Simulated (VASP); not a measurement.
# ZnCu2SnS4 (I-4) in VASP: further runs

ZnCu2SnS4 is run at these levels: PBE; tasks: single point.

Program: VASP 6.6.1. These are calculated values, not measurements. Logs are shortened: lines on timing, memory, paths and dates and some standing lists are left out, and cuts for length are marked.

### 1 The cell of the first run

Symmetry: I-4, No. 82, tetragonal system. Conventional cell: a = 5.434 Å, b = 5.434 Å, c = 10.850 Å, α = 90.00°, β = 90.00°, γ = 90.00°. Within 3.1 Å of Zn (site symmetry -4) lie 4 S at 2.33 Å. Cu (site symmetry -4) has 4 S at 2.33 Å within 3.1 Å. Within 3.1 Å of Cu (site symmetry -4) lie 4 S at 2.33 Å. Sn (site symmetry -4) has 4 S at 2.41 Å within 3.2 Å. S (site symmetry 1) has 1 Zn at 2.33 Å and 2 Cu at 2.33 Å and 1 Sn at 2.41 Å within 3.1 Å.

### 2 Single point, PBE

The input, INCAR:

```
SYSTEM = ZnCu2SnS4
ALGO = Normal
EDIFF = 1E-6
ENCUT = 520
GGA = PE
ISIF = 2
ISMEAR = 0
LASPH = .True.
LCHARG = .False.
LREAL = .False.
LWAVE = .False.
NBANDS = 46
NELM = 80
PREC = Accurate
SIGMA = 0.01
```

The input, KPOINTS:

```
k-points
0
Gamma
  6 6 6
  0 0 0
```

The input, POSCAR:

```
ZnCu2SnS4
1.0
   -2.7171000000      2.7171000000      5.4248000000
    2.7171000000     -2.7171000000      5.4248000000
    2.7171000000      2.7171000000     -5.4248000000
Zn Cu Sn S
1 2 1 4
Direct
    0.2500000000      0.7500000000      0.5000000000
    0.0000000000      0.0000000000      0.0000000000
    0.7500000000      0.2500000000      0.5000000000
    0.5000000000      0.5000000000      0.0000000000
    0.3716100000      0.8844100000      0.9996000000
    0.1155900000      0.1151900000      0.4872000000
    0.8848100000      0.3720100000      0.0004000000
    0.6279900000      0.6283900000      0.5128000000
```

Potentials or basis: VASP PAW PBE potentials, release 64 (Zn, Cu, Sn_d, S).

The run is started by

```
> cat potpaw_PBE.64/Zn/POTCAR potpaw_PBE.64/Cu/POTCAR potpaw_PBE.64/Sn_d/POTCAR potpaw_PBE.64/S/POTCAR > POTCAR
> mpirun -np 1 vasp_std > vasp.out
```

OUTCAR:

```text
SYSTEM = ZnCu2SnS4
   EDIFF = 1E-6
   ENCUT = 520
   GGA = PE
   ISIF = 2
   ISMEAR = 0
   LASPH = .True.
   LREAL = .False.
   NELM = 80
   PREC = Accurate

 ion  position               nearest neighbor table
   1  0.250  0.750  0.500-   8 2.33   7 2.33   6 2.33   5 2.33
   2  0.000  0.000  0.000-   5 2.33   8 2.33   7 2.33   6 2.33
   3  0.750  0.250  0.500-   7 2.33   6 2.33   5 2.33   8 2.33
   4  0.500  0.500  0.000-   8 2.41   7 2.41   6 2.41   5 2.41
   5  0.372  0.884  1.000-   1 2.33   2 2.33   3 2.33   4 2.41
   6  0.116  0.115  0.487-   1 2.33   2 2.33   3 2.33   4 2.41
   7  0.885  0.372  0.000-   1 2.33   2 2.33   3 2.33   4 2.41
   8  0.628  0.628  0.513-   1 2.33   2 2.33   3 2.33   4 2.41

  LATTYP: Found a body centered tetragonal cell.
 ALAT       =     5.4342000000
 C/A-ratio  =     1.9965404291

  Lattice vectors:

 A1 = (  -2.7171000000,   2.7171000000,   5.4248000000)
 A2 = (   2.7171000000,  -2.7171000000,   5.4248000000)
 A3 = (   2.7171000000,   2.7171000000,  -5.4248000000)

Analysis of symmetry for initial positions (statically):
=====================================================================
 Subroutine PRICEL returns:
 Original cell was already a primitive cell.

 Routine SETGRP: Setting up the symmetry group for a
 body centered tetragonal supercell.

 Subroutine GETGRP returns: Found  4 space group operations
 (whereof  4 operations were pure point group operations)
 out of a pool of 16 trial point group operations.

The static configuration has the point symmetry S_4 .

Analysis of symmetry for dynamics (positions and initial velocities):
=====================================================================
 Subroutine PRICEL returns:
 Original cell was already a primitive cell.

 Routine SETGRP: Setting up the symmetry group for a
 body centered tetragonal supercell.

 Subroutine GETGRP returns: Found  4 space group operations
 (whereof  4 operations were pure point group operations)
 out of a pool of 16 trial point group operations.

The dynamic configuration has the point symmetry S_4 .

 Subroutine INISYM returns: Found  4 space group operations
 (whereof  4 operations are pure point group operations),
 and found     1 'primitive' translations

----------------------------------------------------------------------------------------

                                     Primitive cell

  volume of cell :     160.1972

  direct lattice vectors                    reciprocal lattice vectors
    -2.717100000  2.717100000  5.424800000     0.000000000  0.184019727  0.092169297
     2.717100000 -2.717100000  5.424800000     0.184019727  0.000000000  0.092169297
     2.717100000  2.717100000 -5.424800000     0.184019727  0.184019727  0.000000000

  length of vectors
     6.647835728  6.647835728  6.647835728     0.205811659  0.205811659  0.260243194

  position of ions in fractional coordinates (direct lattice)
     0.250000000  0.750000000  0.500000000
     0.000000000  0.000000000  0.000000000
     0.750000000  0.250000000  0.500000000
     0.500000000  0.500000000  0.000000000
     0.371610000  0.884410000  0.999600000
     0.115590000  0.115190000  0.487200000
     0.884810000  0.372010000  0.000400000
     0.627990000  0.628390000  0.512800000

  ion indices of the primitive-cell ions
   primitive index   ion index
                 1           1
                 2           2
                 3           3
                 4           4
                 5           5
                 6           6
                 7           7
                 8           8

----------------------------------------------------------------------------------------

 KPOINTS: k-points

Automatic generation of k-mesh.
 Grid dimensions read from file:
 generate k-points for:    6    6    6

 Generating k-lattice:

  Cartesian coordinates                     Fractional coordinates (reciprocal lattice)
     0.000000000  0.030669954  0.015361549     0.166666667  0.000000000  0.000000000
     0.030669954  0.000000000  0.015361549     0.000000000  0.166666667  0.000000000
     0.030669954  0.030669954  0.000000000     0.000000000  0.000000000  0.166666667

  Length of vectors
     0.034301943  0.034301943  0.043373866

  Shift w.r.t. Gamma in fractional coordinates (k-lattice)
     0.000000000  0.000000000  0.000000000

 Subroutine IBZKPT returns following result:
 ===========================================

 Found     36 irreducible k-points:

 Following reciprocal coordinates:
            Coordinates               Weight
  0.000000  0.000000  0.000000      1.000000
  0.166667  0.000000  0.000000      8.000000
  0.333333 -0.000000  0.000000      8.000000
  0.500000 -0.000000  0.000000      4.000000
  0.166667  0.166667  0.000000      8.000000
  0.333333  0.166667  0.000000      8.000000
[... 16 lines left out ...]
  0.333333 -0.333333  0.166667      4.000000
 -0.166667  0.333333  0.166667      8.000000
 [... further k-points ...]
   k-points           NKPTS =     36   k-points in BZ     NKDIM =     36   number of bands    NBANDS=     46
   number of dos      NEDOS =    301   number of ions     NIONS =      8
   total plane-waves  NPLWV = 125000
   dimension x,y,z NGX =    50 NGY =   50 NGZ =   50
   dimension x,y,z NGXF=   100 NGYF=  100 NGZF=  100
   ions per type =               1   2   1   4
   NGX,Y,Z   is equivalent  to a cutoff of  12.50, 12.50, 12.50 a.u.
   NGXF,Y,Z  is equivalent  to a cutoff of  25.01, 25.01, 25.01 a.u.
 SYSTEM =  ZnCu2SnS4
   PREC   = accura    normal or accurate (medium, high low for compatibility)
   ISTART =      0    job   : 0-new  1-cont  2-samecut
   ICHARG =      2    charge: 1-file 2-atom 10-const
   ISPIN  =      1    spin polarized calculation?
   LNONCOLLINEAR =      F non collinear calculations
   LSORBIT =      F    spin-orbit coupling
   LASPH  =      T    aspherical Exc in radial PAW
   ENCUT  =  520.0 eV  38.22 Ry    6.18 a.u.  12.36 12.36 12.36*2*pi/ulx,y,z
   NELM   =     80;   NELMIN=  2; NELMDL= -5     # of ELM steps
   EDIFF  = 0.1E-05   stopping-criterion for ELM
   LREAL  =      F    real-space projection
   EDIFFG = 0.1E-04   stopping-criterion for IOM
   NSW    =      0    number of steps for IOM
   IBRION =     -1    ionic relax: 0-MD 1-quasi-New 2-CG
   NFREE  =      0    steps in history (QN), initial steepest desc. (CG)
   ISIF   =      2    stress and relaxation
   ISYM   =      2    0-nonsym 1-usesym 2-fastsym
   POTIM  = 0.5000    time-step for ionic-motion
   TEBEG  =    0.0;   TEEND  =   0.0 temperature during run
   PSTRESS=    0.0 pullay stress
   NELECT =      72.0000    total number of electrons
   NUPDOWN=      -1.0000    fix difference up-down
   EMIN   =  10.00;   EMAX   =-10.00  energy-range for DOS
   EFERMI =   0.00;   METHOD = LEGACY
   ISMEAR =     0;   SIGMA  =   0.01  broadening in eV -4-tet -1-fermi 0-gaus
   EFERMI_NEDOS =   21; number of points for ismear=-14 and -15
   IALGO  =     38    algorithm
   IMIX   =      4    mixing-type and parameters
     AMIX     =   0.40;   BMIX     =  1.00
     AMIX_MAG =   1.60;   BMIX_MAG =  1.00
  volume/ion in A,a.u.               =      20.02       135.13
  Fermi-wavevector in a.u.,A,eV,Ry     =   1.254009  2.369734 21.395688  1.572539
  Thomas-Fermi vector in A             =   2.387835
   LORBIT       =      0    0 simple, 1 ext, 2 COOP (PROOUT), +10 PAW based schemes
   GGA     = PE    functional components
   LHFCALC =     F    Hartree Fock is set to
   AEXX    =    0.0000 exact exchange contribution
   IVDW    =     0    specifies the selected vdW correction
   LEPSILON=     F    determine dielectric tensor
   LRPA    =     F    only Hartree local field effects (RPA)
 non-spin polarized calculation
 Gauss-broadening in eV      SIGMA  =   0.01
  energy-cutoff  :      520.00
  volume of cell :      160.20
 maximum number of plane-waves:      4333
 NGX is ok and might be reduce to    50
   NGX = 25   NGY = 25   NGZ = 25

 number of electron      72.0000010 magnetization

 Free energy of the ion-electron system (eV)
  ---------------------------------------------------
  ext. energy  EPLUGINS =         0.00000000
  ---------------------------------------------------
  free energy    TOTEN  =       -32.51664947 eV

  energy without entropy =      -32.51664947  energy(sigma->0) =      -32.51664947

 E-fermi :   4.9293     XC(G=0):  -9.7838

 val. band max:        4.8671337085   @ k =   0.0000   0.0000   0.0000
 cond. band min:       5.1869231617   @ k =   0.0000   0.0000   0.0000
 fundamental gap:      0.3197894532
 Fermi energy:         4.9293480084

 k-point     1 :       0.0000    0.0000    0.0000
  band No.  band energies     occupation
      1     -17.4246      2.00000
      2     -17.4203      2.00000
      3     -17.4203      2.00000
      4     -17.3322      2.00000
      5     -17.3243      2.00000
      6      -9.6974      2.00000
[... 38 lines left out ...]
     45      10.0940      0.00000
     46      10.4529      0.00000

 k-point     2 :       0.1667    0.0000    0.0000
  band No.  band energies     occupation
      1     -17.4247      2.00000
      2     -17.4204      2.00000
      3     -17.4203      2.00000
      4     -17.3320      2.00000
      5     -17.3242      2.00000
      6      -9.6065      2.00000
[... 38 lines left out ...]
     45      10.2481      0.00000
     46      10.4671      0.00000

 k-point     3 :       0.3333   -0.0000    0.0000
  band No.  band energies     occupation
      1     -17.4249      2.00000
      2     -17.4206      2.00000
      3     -17.4203      2.00000
      4     -17.3318      2.00000
      5     -17.3240      2.00000
      6      -9.3629      2.00000
[... 38 lines left out ...]
     45      10.7106      0.00000
     46      10.7394      0.00000

 k-point     4 :       0.5000   -0.0000    0.0000
  band No.  band energies     occupation
      1     -17.4250      2.00000
      2     -17.4208      2.00000
      3     -17.4202      2.00000
      4     -17.3316      2.00000
      5     -17.3240      2.00000
      6      -9.1488      2.00000
[... 920 lines left out ...]
     45      10.8487      0.00000
     46      11.0869      0.00000

 k-point    23 :       0.3333   -0.3333    0.1667
  band No.  band energies     occupation
      1     -17.4252      2.00000
      2     -17.4208      2.00000
      3     -17.4203      2.00000
      4     -17.3315      2.00000
      5     -17.3239      2.00000
      6      -9.1225      2.00000
[... 38 lines left out ...]
     45      10.7461      0.00000
     46      10.9760      0.00000

 k-point    24 :      -0.1667    0.3333    0.1667
  band No.  band energies     occupation
      1     -17.4250      2.00000
      2     -17.4208      2.00000
      3     -17.4202      2.00000
      4     -17.3316      2.00000
      5     -17.3240      2.00000
      6      -9.1605      2.00000
[... 38 lines left out ...]
     45      10.6551      0.00000
     46      10.9621      0.00000

 [... further k-points ...]

------------------------ aborting loop because EDIFF is reached ----------------------------------------

  FORCE on cell =-STRESS in cart. coord.  units (eV):
  Direction    XX          YY          ZZ          XY          YZ          ZX
  --------------------------------------------------------------------------------------
  -------------------------------------------------------------------------------------
  Total        2.1469538      2.1469538      2.0409586      0.0000001      0.0000000     -0.0000000
  in kB       21.4722877     21.4722877     20.4121998      0.0000012      0.0000000     -0.0000000
  external PRESSURE =      21.1189251 kB  Pullay stress =       0.0000000 kB

 VOLUME and BASIS-vectors are now :
 -----------------------------------------------------------------------------
  energy-cutoff  :      520.00
  volume of cell :      160.20
      direct lattice vectors                 reciprocal lattice vectors
    -2.717100000  2.717100000  5.424800000     0.000000000  0.184019727  0.092169297
     2.717100000 -2.717100000  5.424800000     0.184019727  0.000000000  0.092169297
     2.717100000  2.717100000 -5.424800000     0.184019727  0.184019727  0.000000000

 POSITION                                       TOTAL-FORCE (eV/Angst)
 -----------------------------------------------------------------------------------
      2.71710      0.00000      2.71240        -0.000000      0.000000      0.000000
      0.00000      0.00000      0.00000        -0.000000      0.000000     -0.000000
      0.00000      2.71710      2.71240        -0.000000     -0.000000      0.000000
      0.00000      0.00000      5.42480        -0.000000     -0.000000      0.000000
      4.10934      1.32268      1.39103         0.530188     -0.139711      0.183574
      1.32268      1.32486     -1.39103        -0.139711     -0.530188     -0.183574
     -1.39224      1.39442      6.81583        -0.530188      0.139711      0.183574
      1.39442      1.39224      4.03377         0.139711      0.530188     -0.183574
 -----------------------------------------------------------------------------------
    total drift:                                0.000011      0.000011      0.000014

  FREE ENERGIE OF THE ION-ELECTRON SYSTEM (eV)
  ---------------------------------------------------
  free  energy   TOTEN  =       -32.5166494741 eV

  energy  without entropy=      -32.5166494741  energy(sigma->0) =      -32.51664947
```

Run time: 8.6 min. Hardware: 1 thread of Intel Xeon Platinum 8488C (Sapphire Rapids), shared host; peak memory 0.51 GiB.

Results:

```
Free energy            : -32.5166 eV
Pressure               : 2.1 GPa
Largest force          : 0.578 eV/Å
Band gap on the k mesh : 0.32 eV
```

Forces in eV/Å, atoms in the order of the input:
```
Zn   0.000  0.000  0.000
Cu   0.000  0.000  0.000
Cu   0.000  0.000  0.000
Sn   0.000  0.000  0.000
S    0.530 -0.140  0.184
S   -0.140 -0.530 -0.184
S   -0.530  0.140  0.184
S    0.140  0.530 -0.184
```

Caveat: semilocal functionals underestimate gaps, and a narrow one can read as zero; spin-orbit coupling is left out, which moves the levels of the heavy elements.

### 3 Single point, PBE

This run uses another cell than the first one, of 20.83 Å³/atom.

The input, INCAR:

```
PREC = Accurate
ENCUT = 520
EDIFF = 1E-7
ISMEAR = 0
SIGMA = 0.01
LREAL = F
LASPH = T
NELM = 100
ALGO = Normal
ISIF = 2
LWAVE = F
LCHARG = F
GGA = PE
NBANDS = 46
```

The input, KPOINTS:

```
Automatic mesh
0
Gamma
  6 6 6
```

POSCAR, as its differences from that of step 2:

```diff
@@ -2,5 +2,5 @@
 1.0
-   -2.7171000000      2.7171000000      5.4248000000
-    2.7171000000     -2.7171000000      5.4248000000
-    2.7171000000      2.7171000000     -5.4248000000
+   -2.7528554161      2.7528554161      5.4961871338
+    2.7528554161     -2.7528554161      5.4961871338
+    2.7528554161      2.7528554161     -5.4961871338
 Zn Cu Sn S
```

Potentials or basis: VASP PAW PBE potentials, release 64 (Zn, Cu, Sn_d, S).

The run is started by

```
> cat potpaw_PBE.64/Zn/POTCAR potpaw_PBE.64/Cu/POTCAR potpaw_PBE.64/Sn_d/POTCAR potpaw_PBE.64/S/POTCAR > POTCAR
> mpirun -np 1 vasp_std > vasp.out
```

It took 8.7 min on 1 thread of Intel Xeon Platinum 8488C (Sapphire Rapids), shared host; peak memory 0.52 GiB.

Results (log left out):

- Free energy: -32.5444 eV
- Pressure: -0.7 GPa
- Largest force: 0.444 eV/Å
- Band gap on the k mesh: 0.17 eV

Forces on the atoms (eV/Å):
```
Zn   0.000  0.000  0.000
Cu   0.000  0.000  0.000
Cu   0.000  0.000  0.000
Sn   0.000  0.000  0.000
S    0.420 -0.078  0.121
S   -0.078 -0.420 -0.121
S   -0.420  0.078  0.121
S    0.078  0.420 -0.121
```

Stress tensor (GPa, compression positive):
```
-0.68  0.00  0.00
 0.00 -0.68  0.00
 0.00  0.00 -0.79
```

Levels at points of the mesh, in eV from the valence-band top:
| k point | band 33 | band 34 | band 35 | band 36 | band 37 | band 38 | band 39 | band 40 |
| --- | --- | --- | --- | --- | --- | --- | --- | --- |
| (0.00, 0.00, 0.00) | -1.25 | -0.08 | -0.08 | 0.00 | 0.17 | 2.08 | 2.83 | 3.76 |
| (0.50, 0.00, 0.00) | -1.03 | -0.96 | -0.90 | -0.43 | 1.60 | 3.15 | 3.25 | 4.19 |
| (0.50, 0.50, 0.00) | -0.71 | -0.60 | -0.43 | -0.37 | 0.72 | 2.25 | 3.12 | 4.12 |
| (0.50, 0.50, 0.50) | -1.02 | -0.95 | -0.74 | -0.74 | 1.39 | 2.12 | 2.12 | 2.48 |

Caveat: semilocal functionals underestimate gaps, and a narrow one can read as zero; spin-orbit coupling is left out, which moves the levels of the heavy elements.

(Part 1 of 2 ends here.)
